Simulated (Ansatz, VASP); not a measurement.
# Two plane-wave programs on Ni

```xyz
2
Lattice="2.4491 0.0000 0.0000 -1.2246 2.1210 0.0000 0.0000 0.0000 4.0151" Properties=species:S:1:pos:R:3 pbc="T T T"
Ni    0.0000    1.4140    1.0038
Ni    1.2246    0.7070    3.0113
```

Alike in both runs: functional PBEsol; k mesh 18 × 18 × 10; occupations fermi-dirac, width 0.1 eV; collinear spin.

Ansatz relaxed the structure, and its values are those at the end. VASP's run is a single point on that final structure, the one shown.

|  | VASP | Ansatz |
| --- | --- | --- |
| version | VASP 6.6.1 | Ansatz 0.2.0 |
| potentials or method | VASP PAW PBE potentials, release 64 (Ni) | PAW with Ansatz's default frozen-core files, scalar-relativistic |
| plane-wave cutoff (eV) | 520 | 420 |
| valence electrons in the cell | 20 | 36 |

```tsv
	VASP	Ansatz	Ansatz less VASP
pressure (GPa)	0.0	0.0	+0.04
net moment per atom (μB)	0.60	0.61	+0.012
size of the moment on the site where the two differ most (μB)	0.61	0.65	+0.039
```

VASP's potentials were made for PBE, not for PBEsol. Site moments also hang on the region over which each program counts them. VASP's potentials hold 20 valence electrons a cell and Ansatz's 36, so a difference there can come from the potentials and not from the codes.
